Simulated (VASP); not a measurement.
Runs of VASP 6.6.1 on CuCl. Symmetry: F-43m, No. 216, cubic system. The conventional cell has a = 5.358 Å, b = 5.358 Å, c = 5.358 Å, α = 90.00°, β = 90.00°, γ = 90.00°. Within 3.1 Å of Cu (site symmetry -43m) lie 4 Cl at 2.32 Å. Within 3.1 Å of Cl (site symmetry -43m) lie 4 Cu at 2.32 Å. 

| level | potentials or basis | k mesh | cutoff (eV) | gap on the mesh (eV) | pressure (GPa) |
| --- | --- | --- | --- | --- | --- |
| r2SCAN | VASP PAW PBE potentials, release 64 (Cu, Cl) | 6 × 6 × 6 | 660 | 0.95 | (b) |
| LDA | VASP PAW LDA potentials, release 64 (Cu, Cl) | 4 × 4 × 4 | 600 | 0.47 | (a) |
| PBEsol | VASP PAW PBE potentials, release 64 (Cu, Cl) | 4 × 4 × 4 | 600 | 0.47 | -1.8 |
| PBE | VASP PAW PBE potentials, release 64 (Cu, Cl) | 4 × 4 × 4 | 600 | 0.60 | 2.3 |

Alike in all rows: task single point; no spin polarisation; cell as given; smearing gaussian 0.01 eV.

Problem. Estimate the missing entries.

Solution. (a) -4.7; (b) 0.1.

Caveats: some runs use coarse meshes; the PAW data sets were made with another functional, which shifts forces and pressure a little (some runs).

